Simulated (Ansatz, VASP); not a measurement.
**Sr: VASP beside Ansatz**

```
CELL_PARAMETERS angstrom
-3.00375 3.00375 1.61435
3.00375 -3.00375 1.61435
3.00375 3.00375 -1.61435
ATOMIC_POSITIONS crystal
Sr 0.62500 0.87500 0.75000
Sr 0.37500 0.12500 0.25000
```

Change from the starting cell: volume scaled by 0.52, LAPW.

Alike in both runs: task single point; functional PBE; k mesh 12 × 12 × 12; occupations fermi-dirac, width 0.1 eV; no spin polarisation.

|  | VASP | Ansatz |
| --- | --- | --- |
| version | VASP 6.6.1 | Ansatz 0.2.0 |
| potentials or method | VASP PAW PBE potentials, release 64 (Sr_sv), cutoff 520 eV | all-electron LAPW, scalar-relativistic |

VASP gave:

- pressure (GPa): 16.6
- traceless stress, the component that is largest in VASP (GPa): 0.37

Task: Which values does Ansatz return?

Result: Pressure (GPa): 16.4; traceless stress, the component that is largest in VASP (GPa): 0.38.

Ansatz ran all-electron here, and VASP with PAW potentials.
